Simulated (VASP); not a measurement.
# Sb (I4/mmm) in VASP: notebook

Sb is run at these levels: PBE; tasks: electric field gradients.

All numbers are computed with VASP 6.6.1; they aren't measurements. Logs are shortened: lines on timing, memory, paths and dates and some standing lists are left out, and cuts for length are marked.

## Step 1: The cell of the first run

It takes space group I4/mmm (No. 139, tetragonal). The conventional cell has a = 3.010 Å, b = 3.010 Å, c = 4.861 Å, α = 90.00°, β = 90.00°, γ = 90.00°. Within 4.0 Å of Sb (site symmetry 4/mmm) lie 12 Sb at 3.01 to 3.23 Å.

## Step 2: Electric field gradients, PBE (zz strain of -2 %)

Input file INCAR:

```
SYSTEM = Sb
PREC = Accurate
ENCUT = 520
EDIFF = 1E-8
ISMEAR = -1
SIGMA = 0.05
LREAL = .FALSE.
LASPH = .TRUE.
NELM = 60
ALGO = Normal
ISIF = 2
LWAVE = .FALSE.
LCHARG = .FALSE.
GGA = PE
LEFG = .TRUE.
NBANDS = 8
```

Input file KPOINTS:

```
regular mesh
0
G
  19 19 19
  0 0 0
```

Input file POSCAR:

```
Sb
1.0
   -1.5050000000      1.5050000000      2.4304000000
    1.5050000000     -1.5050000000      2.4304000000
    1.5050000000      1.5050000000     -2.4304000000
Sb
1
Direct
    0.0000000000      0.0000000000      0.0000000000
```

Potentials or basis: VASP PAW PBE potentials, release 64 (Sb).

Launch:

```sh
> cat potpaw_PBE.64/Sb/POTCAR > POTCAR
> mpirun -np 1 vasp_std > vasp.out
```

OUTCAR:

```text
SYSTEM = Sb
   PREC = Accurate
   ENCUT = 520
   EDIFF = 1E-8
   ISMEAR = -1
   LREAL = .FALSE.
   LASPH = .TRUE.
   NELM = 60
   ISIF = 2
   GGA = PE

 ion  position               nearest neighbor table
   1  0.000  0.000  0.000-

  LATTYP: Found a body centered tetragonal cell.
 ALAT       =     3.0100000000
 C/A-ratio  =     1.6148837209

  Lattice vectors:

 A1 = (  -1.5050000000,   1.5050000000,   2.4304000000)
 A2 = (   1.5050000000,  -1.5050000000,   2.4304000000)
 A3 = (   1.5050000000,   1.5050000000,  -2.4304000000)

Analysis of symmetry for initial positions (statically):
=====================================================================
 Subroutine PRICEL returns:
 Original cell was already a primitive cell.

 Routine SETGRP: Setting up the symmetry group for a
 body centered tetragonal supercell.

 Subroutine GETGRP returns: Found 16 space group operations
 (whereof 16 operations were pure point group operations)
 out of a pool of 16 trial point group operations.

The static configuration has the point symmetry D_4h.

Analysis of symmetry for dynamics (positions and initial velocities):
=====================================================================
 Subroutine PRICEL returns:
 Original cell was already a primitive cell.

 Routine SETGRP: Setting up the symmetry group for a
 body centered tetragonal supercell.

 Subroutine GETGRP returns: Found 16 space group operations
 (whereof 16 operations were pure point group operations)
 out of a pool of 16 trial point group operations.

The dynamic configuration has the point symmetry D_4h.

 Subroutine INISYM returns: Found 16 space group operations
 (whereof 16 operations are pure point group operations),
 and found     1 'primitive' translations

----------------------------------------------------------------------------------------

                                     Primitive cell

  volume of cell :      22.0197

  direct lattice vectors                    reciprocal lattice vectors
    -1.505000000  1.505000000  2.430400000     0.000000000  0.332225914  0.205727452
     1.505000000 -1.505000000  2.430400000     0.332225914  0.000000000  0.205727452
     1.505000000  1.505000000 -2.430400000     0.332225914  0.332225914  0.000000000

  length of vectors
     3.230618232  3.230618232  3.230618232     0.390765713  0.390765713  0.469838393

  position of ions in fractional coordinates (direct lattice)
     0.000000000  0.000000000  0.000000000

  ion indices of the primitive-cell ions
   primitive index   ion index
                 1           1

----------------------------------------------------------------------------------------

 KPOINTS: regular mesh

Automatic generation of k-mesh.
 Grid dimensions read from file:
 generate k-points for:   19   19   19

 Generating k-lattice:

  Cartesian coordinates                     Fractional coordinates (reciprocal lattice)
     0.000000000  0.017485574  0.010827761     0.052631579 -0.000000000  0.000000000
     0.017485574  0.000000000  0.010827761    -0.000000000  0.052631579  0.000000000
     0.017485574  0.017485574  0.000000000     0.000000000  0.000000000  0.052631579

  Length of vectors
     0.020566616  0.020566616  0.024728336

  Shift w.r.t. Gamma in fractional coordinates (k-lattice)
     0.000000000  0.000000000  0.000000000

 Subroutine IBZKPT returns following result:
 ===========================================

 Found    550 irreducible k-points:

 Following reciprocal coordinates:
            Coordinates               Weight
  0.000000  0.000000  0.000000      1.000000
  0.052632  0.000000 -0.000000      8.000000
  0.105263  0.000000 -0.000000      8.000000
  0.157895  0.000000  0.000000      8.000000
  0.210526  0.000000 -0.000000      8.000000
  0.263158  0.000000 -0.000000      8.000000
[... 16 lines left out ...]
 -0.315789  0.052632  0.000000     16.000000
 -0.263158  0.052632  0.000000     16.000000
 [... further k-points ...]
   k-points           NKPTS =    550   k-points in BZ     NKDIM =    550   number of bands    NBANDS=      8
   number of dos      NEDOS =    301   number of ions     NIONS =      1
   total plane-waves  NPLWV =  13824
   dimension x,y,z NGX =    24 NGY =   24 NGZ =   24
   dimension x,y,z NGXF=    48 NGYF=   48 NGZF=   48
   ions per type =               1
   NGX,Y,Z   is equivalent  to a cutoff of  12.35, 12.35, 12.35 a.u.
   NGXF,Y,Z  is equivalent  to a cutoff of  24.70, 24.70, 24.70 a.u.
 SYSTEM =  Sb
   PREC   = accura    normal or accurate (medium, high low for compatibility)
   ISTART =      0    job   : 0-new  1-cont  2-samecut
   ICHARG =      2    charge: 1-file 2-atom 10-const
   ISPIN  =      1    spin polarized calculation?
   LNONCOLLINEAR =      F non collinear calculations
   LSORBIT =      F    spin-orbit coupling
   LASPH  =      T    aspherical Exc in radial PAW
   ENCUT  =  520.0 eV  38.22 Ry    6.18 a.u.   6.01  6.01  6.01*2*pi/ulx,y,z
   NELM   =     60;   NELMIN=  2; NELMDL= -5     # of ELM steps
   EDIFF  = 0.1E-07   stopping-criterion for ELM
   LREAL  =      F    real-space projection
   EDIFFG = 0.1E-06   stopping-criterion for IOM
   NSW    =      0    number of steps for IOM
   IBRION =     -1    ionic relax: 0-MD 1-quasi-New 2-CG
   NFREE  =      0    steps in history (QN), initial steepest desc. (CG)
   ISIF   =      2    stress and relaxation
   ISYM   =      2    0-nonsym 1-usesym 2-fastsym
   POTIM  = 0.5000    time-step for ionic-motion
   TEBEG  =    0.0;   TEEND  =   0.0 temperature during run
   PSTRESS=    0.0 pullay stress
   NELECT =       5.0000    total number of electrons
   NUPDOWN=      -1.0000    fix difference up-down
   EMIN   =  10.00;   EMAX   =-10.00  energy-range for DOS
   EFERMI =   0.00;   METHOD = LEGACY
   ISMEAR =    -1;   SIGMA  =   0.05  broadening in eV -4-tet -1-fermi 0-gaus
   EFERMI_NEDOS =   21; number of points for ismear=-14 and -15
   IALGO  =     38    algorithm
   IMIX   =      4    mixing-type and parameters
     AMIX     =   0.40;   BMIX     =  1.00
     AMIX_MAG =   1.60;   BMIX_MAG =  1.00
  volume/ion in A,a.u.               =      22.02       148.60
  Fermi-wavevector in a.u.,A,eV,Ry     =   0.998760  1.887383 13.572111  0.997522
  Thomas-Fermi vector in A             =   2.131005
   LORBIT       =      0    0 simple, 1 ext, 2 COOP (PROOUT), +10 PAW based schemes
   GGA     = PE    functional components
   LHFCALC =     F    Hartree Fock is set to
   AEXX    =    0.0000 exact exchange contribution
   IVDW    =     0    specifies the selected vdW correction
   LEPSILON=     F    determine dielectric tensor
   LRPA    =     F    only Hartree local field effects (RPA)
 non-spin polarized calculation
  energy-cutoff  :      520.00
  volume of cell :       22.02
 maximum number of plane-waves:       629
   NGX = 11   NGY = 11   NGZ = 11

 number of electron       5.0000000 magnetization

 Free energy of the ion-electron system (eV)
  ---------------------------------------------------
  ext. energy  EPLUGINS =         0.00000000
  ---------------------------------------------------
  free energy    TOTEN  =        -3.53312642 eV

  energy without entropy =       -3.52906668  energy(sigma->0) =       -3.53109655

 E-fermi :  11.4465     XC(G=0): -11.1338

 val. band max:       11.4436831333   @ k =  -0.4211  -0.4737   0.3684
 cond. band min:      11.4561860011   @ k =  -0.2632   0.4211   0.0526
 fundamental gap:      0.0125028679
 Fermi energy:        11.4465058420

 k-point     1 :       0.0000    0.0000    0.0000
  band No.  band energies     occupation
      1      -3.2941      2.00000
      2      18.2351      0.00000
      3      18.3415      0.00000
      4      18.3415      0.00000
      5      21.6359      0.00000
      6      21.7658      0.00000
      7      22.5214      0.00000
      8      22.5214      0.00000

 k-point     2 :       0.0526    0.0000   -0.0000
  band No.  band energies     occupation
      1      -3.2277      2.00000
      2      17.5565      0.00000
      3      18.0633      0.00000
      4      18.2902      0.00000
      5      21.1420      0.00000
      6      21.9992      0.00000
      7      22.6572      0.00000
      8      23.1098      0.00000

 k-point     3 :       0.1053    0.0000   -0.0000
  band No.  band energies     occupation
      1      -3.0286      2.00000
      2      15.9085      0.00000
      3      17.5717      0.00000
      4      18.1592      0.00000
      5      20.7531      0.00000
      6      21.9988      0.00000
      7      23.0358      0.00000
      8      23.1706      0.00000

 k-point     4 :       0.1579    0.0000    0.0000
  band No.  band energies     occupation
      1      -2.6968      2.00000
      2      14.0131      0.00000
      3      16.9605      0.00000
      4      17.9950      0.00000
      5      20.4424      0.00000
      6      21.5622      0.00000
      7      23.5816      0.00000
      8      23.8723      0.00000

 k-point     5 :       0.2105    0.0000   -0.0000
  band No.  band energies     occupation
      1      -2.2332      2.00000
      2      12.0957      0.00000
      3      16.3374      0.00000
      4      17.8381      0.00000
      5      20.1064      0.00000
      6      21.2262      0.00000
      7      24.0960      0.00000
      8      24.7712      0.00000
[... 177 lines left out ...]
 k-point    22 :      -0.3684    0.0526    0.0000
  band No.  band energies     occupation
      1      -0.2682      2.00000
      2       7.3437      2.00000
      3      14.6724      0.00000
      4      17.2957      0.00000
      5      19.4842      0.00000
      6      21.1225      0.00000
      7      22.7149      0.00000
      8      24.2212      0.00000

 k-point    23 :      -0.3158    0.0526    0.0000
  band No.  band energies     occupation
      1      -1.0700      2.00000
      2       9.0040      2.00000
      3      15.0411      0.00000
      4      17.4157      0.00000
      5      19.7860      0.00000
      6      21.5095      0.00000
      7      22.7933      0.00000
      8      24.6219      0.00000

 k-point    24 :      -0.2632    0.0526    0.0000
  band No.  band energies     occupation
      1      -1.7549      2.00000
      2      10.7876      2.00000
      3      15.5117      0.00000
      4      17.5572      0.00000
      5      20.1099      0.00000
      6      21.8084      0.00000
      7      23.1771      0.00000
      8      24.0324      0.00000

 [... further k-points ...]

------------------------ aborting loop because EDIFF is reached ----------------------------------------

  FORCE on cell =-STRESS in cart. coord.  units (eV):
  Direction    XX          YY          ZZ          XY          YZ          ZX
  --------------------------------------------------------------------------------------
  -------------------------------------------------------------------------------------
  Total        3.0571930      3.0571930      2.9214766      0.0000000      0.0000000      0.0000000
  in kB      222.4450185    222.4450185    212.5701323      0.0000000      0.0000000      0.0000000
  external PRESSURE =     219.1533897 kB  Pullay stress =       0.0000000 kB

 VOLUME and BASIS-vectors are now :
 -----------------------------------------------------------------------------
  energy-cutoff  :      520.00
  volume of cell :       22.02
      direct lattice vectors                 reciprocal lattice vectors
    -1.505000000  1.505000000  2.430400000     0.000000000  0.332225914  0.205727452
     1.505000000 -1.505000000  2.430400000     0.332225914  0.000000000  0.205727452
     1.505000000  1.505000000 -2.430400000     0.332225914  0.332225914  0.000000000

 POSITION                                       TOTAL-FORCE (eV/Angst)
 -----------------------------------------------------------------------------------
      0.00000      0.00000      0.00000         0.000000     -0.000000      0.000000
 -----------------------------------------------------------------------------------
    total drift:                                0.000000     -0.000000      0.000000

  FREE ENERGIE OF THE ION-ELECTRON SYSTEM (eV)
  ---------------------------------------------------
  free  energy   TOTEN  =        -3.5331264224 eV

  energy  without entropy=       -3.5290666824  energy(sigma->0) =       -3.53109655

 Electric field gradients (V/A^2)
---------------------------------------------------------------------
 ion       V_xx      V_yy      V_zz      V_xy      V_xz      V_yz
---------------------------------------------------------------------
   1     -15.423   -15.423    30.846    -0.000    -0.000    -0.000
---------------------------------------------------------------------

 Electric field gradients after diagonalization (V/A^2)
 (convention: |V_zz| > |V_xx| > |V_yy|)
----------------------------------------------------------------------
 ion       V_xx      V_yy      V_zz     asymmetry (V_yy - V_xx)/ V_zz
----------------------------------------------------------------------
   1     -15.423   -15.423    30.846       0.000
----------------------------------------------------------------------

           NMR quadrupolar parameters

 Cq : quadrupolar parameter    Cq=e*Q*V_zz/h
 eta: asymmetry parameters     (V_yy - V_xx)/ V_zz
 Q  : nuclear electric quadrupole moment in mb (millibarn)
----------------------------------------------------------------------
 ion       Cq(MHz)       eta       Q (mb)
----------------------------------------------------------------------
   1       0.075       0.000       1.000
----------------------------------------------------------------------
```

Wall time 62 s (1 thread of Intel Xeon Platinum 8259CL at 2.50GHz (Skylake/Cascade Lake), shared host); peak memory 0.21 GiB.

Results:

```yaml
Free_energy: -3.5331 eV
Pressure: 21.9 GPa
Band_gap_on_the_k_mesh: zero (an odd number of electrons rules out a gap without spin polarisation)
Largest_electric_field_gradient_by_atom: Sb +30.8 V/Å²
```

Stress tensor (GPa, compression positive):
```
22.24  0.00  0.00
 0.00 22.24  0.00
 0.00  0.00 21.26
```

Electric field gradients, principal values (V/Å²):
| atom | least | middle | greatest (by size) |
| --- | --- | --- | --- |
| 1 Sb | -15.423 | -15.423 | 30.846 |

Caveat: the cell differs from its parent crystal (zz strain of -2 %); the cell stands under pressure; without QUAD_EFG the Cq values of the log hold for a quadrupole moment of 1 mb, not for the nuclei; spin-orbit coupling is left out, which moves the levels of the heavy elements.

## Step 3: Electric field gradients, PBE (zz strain of -1 %)

Input file INCAR:

```
  PREC = Accurate
  ENCUT = 520
  EDIFF = 1E-8
  ISMEAR = -1
  SIGMA = 0.05
  LREAL = F
  LASPH = T
  NELM = 60
  ALGO = Normal
  ISIF = 2
  LWAVE = F
  LCHARG = F
  GGA = PE
  LEFG = T
  NBANDS = 8
```

Input file KPOINTS:

```
regular mesh
0
Gamma
  19 19 19
```

Input file POSCAR:

```
Sb
1.0
   -1.5050000000      1.5050000000      2.4552000000
    1.5050000000     -1.5050000000      2.4552000000
    1.5050000000      1.5050000000     -2.4552000000
Sb
1
Direct
    0.0000000000      0.0000000000      0.0000000000
```

Potentials or basis: VASP PAW PBE potentials, release 64 (Sb).

Launch:

```sh
> cat potpaw_PBE.64/Sb/POTCAR > POTCAR
> mpirun -np 1 vasp_std > vasp.out
```

OUTCAR:

```text
PREC = Accurate
   ENCUT = 520
   EDIFF = 1E-8
   ISMEAR = -1
   LREAL = F
   LASPH = T
   NELM = 60
   ISIF = 2
   GGA = PE

 ion  position               nearest neighbor table
   1  0.000  0.000  0.000-

  LATTYP: Found a body centered tetragonal cell.
 ALAT       =     3.0100000000
 C/A-ratio  =     1.6313621262

  Lattice vectors:

 A1 = (  -1.5050000000,   1.5050000000,   2.4552000000)
 A2 = (   1.5050000000,  -1.5050000000,   2.4552000000)
 A3 = (   1.5050000000,   1.5050000000,  -2.4552000000)

[... 467 lines left out ...]
    total drift:                                0.000000      0.000000      0.000000

  FREE ENERGIE OF THE ION-ELECTRON SYSTEM (eV)
  ---------------------------------------------------
  free  energy   TOTEN  =        -3.5616031772 eV

  energy  without entropy=       -3.5575727728  energy(sigma->0) =       -3.55958797

 Electric field gradients (V/A^2)
---------------------------------------------------------------------
 ion       V_xx      V_yy      V_zz      V_xy      V_xz      V_yz
---------------------------------------------------------------------
   1     -17.524   -17.524    35.048    -0.000    -0.000    -0.000
---------------------------------------------------------------------

 Electric field gradients after diagonalization (V/A^2)
 (convention: |V_zz| > |V_xx| > |V_yy|)
----------------------------------------------------------------------
 ion       V_xx      V_yy      V_zz     asymmetry (V_yy - V_xx)/ V_zz
----------------------------------------------------------------------
   1     -17.524   -17.524    35.048       0.000
----------------------------------------------------------------------

           NMR quadrupolar parameters

 Cq : quadrupolar parameter    Cq=e*Q*V_zz/h
 eta: asymmetry parameters     (V_yy - V_xx)/ V_zz
 Q  : nuclear electric quadrupole moment in mb (millibarn)
----------------------------------------------------------------------
 ion       Cq(MHz)       eta       Q (mb)
----------------------------------------------------------------------
   1       0.085       0.000       1.000
----------------------------------------------------------------------
```

OSZICAR:

```text
N       E                     dE             d eps       ncg     rms          rms(c)
DAV:   1     0.576071863769E+01    0.57607E+01   -0.17308E+03  8944   0.417E+02
DAV:   2    -0.347771137570E+01   -0.92384E+01   -0.88442E+01 12232   0.548E+01
DAV:   3    -0.356865106688E+01   -0.90940E-01   -0.90435E-01 10872   0.613E+00
DAV:   4    -0.356887217756E+01   -0.22111E-03   -0.22110E-03 13456   0.358E-01
DAV:   5    -0.356887254470E+01   -0.36714E-06   -0.36589E-06 11376   0.980E-03    0.250E+00
DAV:   6    -0.356432521413E+01    0.45473E-02   -0.72419E-04 12408   0.154E-01    0.148E+00
DAV:   7    -0.356160765182E+01    0.27176E-02   -0.17340E-03 10400   0.234E-01    0.391E-02
DAV:   8    -0.356160332492E+01    0.43269E-05   -0.46450E-05 13272   0.496E-02    0.613E-03
DAV:   9    -0.356160349325E+01   -0.16834E-06   -0.73889E-07 11944   0.631E-03    0.254E-03
DAV:  10    -0.356160323450E+01    0.25875E-06   -0.59756E-08 12208   0.134E-03    0.317E-04
DAV:  11    -0.356160320046E+01    0.34044E-07   -0.24973E-09  8616   0.335E-04    0.954E-05
DAV:  12    -0.356160318091E+01    0.19545E-07   -0.19898E-10  5528   0.102E-04    0.159E-05
DAV:  13    -0.356160317717E+01    0.37428E-08   -0.22176E-11  5016   0.365E-05
   1 F= -.35616032E+01 E0= -.35595880E+01  d E =-.403040E-02
```

stdout:

```text
POSCAR found type information on POSCAR Sb
 POSCAR found :  1 types and       1 ions
 scaLAPACK will be used
 LDA part: xc-table for (Slater+PW92), standard interpolation
 POSCAR, INCAR and KPOINTS ok, starting setup
 FFT: planning ... GRIDC
 FFT: planning ... GRID_SOFT
 FFT: planning ... GRID
 WAVECAR not read
 entering main loop
ion   1
```

Wall time 67 s (1 thread of Intel Xeon Platinum 8259CL at 2.50GHz (Skylake/Cascade Lake), shared host); peak memory 0.22 GiB.

What came out:

| Quantity | Value |
| --- | --- |
| Free energy | -3.5616 eV |
| Pressure | 20.5 GPa |
| Band gap on the k mesh | zero (an odd number of electrons rules out a gap without spin polarisation) |
| Largest electric field gradient by atom | Sb +35.0 V/Å² |

Levels at points of the mesh, in eV from the Fermi level:
```tsv
k point	band 1	band 2	band 3	band 4	band 5	band 6	band 7
(0.00, 0.00, 0.00)	-14.66	6.62	6.81	6.81	10.11	10.35	11.08
```

Electric field gradients, principal values (V/Å²):
```tsv
atom	least	middle	greatest (by size)
1 Sb	-17.524	-17.524	35.048
```

Caveat: the cell differs from its parent crystal (zz strain of -1 %); the cell stands under pressure; without QUAD_EFG the Cq values of the log hold for a quadrupole moment of 1 mb, not for the nuclei; spin-orbit coupling is left out, which moves the levels of the heavy elements.

[end of part 1 of 3]
